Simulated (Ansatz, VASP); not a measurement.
## NbSbO in VASP and in Ansatz

```
Nb Sb O
1.0
     3.47474    0.00000    0.00000
     0.00000    3.47474    0.00000
     0.00000    0.00000    7.96414
Nb Sb O
2 2 2
Direct
  0.00000 0.00000 0.00000
  0.50000 0.50000 0.00000
  0.00000 0.50000 0.61500
  0.50000 0.00000 0.38500
  0.00000 0.50000 0.25900
  0.50000 0.00000 0.74100
```

Change from the starting cell: species swapped into the HfSiSe type (P4/nmm, No. 129).

Alike in both runs: task relaxation of cell and atoms; functional PBE; k mesh 6 × 6 × 2; occupations gaussian, width 0.1 eV; no spin polarisation.

|  | VASP | Ansatz |
| --- | --- | --- |
| version | VASP 6.6.1 | Ansatz 0.2.0 |
| potentials or method | VASP PAW PBE potentials, release 64 (Nb_sv, Sb, O), cutoff 600 eV | scalar-relativistic, plane waves, PAW |
| valence electrons in the cell | 48 | 68 |

```tsv
	VASP	Ansatz	Ansatz less VASP
gap on the k mesh at the Fermi level, each at its own relaxed structure (eV)	none	none	-
relaxed volume (Å³/atom)	18.61	18.68	+0.071
relaxed cell length with the largest relative difference (Å)	4.116	4.122	+0.0058
```

A gap of «none» marks a metal or a gap that the smearing closes. VASP's potentials hold 48 valence electrons a cell and Ansatz's 68, so a difference there can come from the potentials and not from the codes.

The k mesh is coarse, so the values compare programs but aren't converged. Spin-orbit coupling is off throughout. Noted on VASP's run: the volume moved by over 15 % at a fixed basis, so the end points are rough.
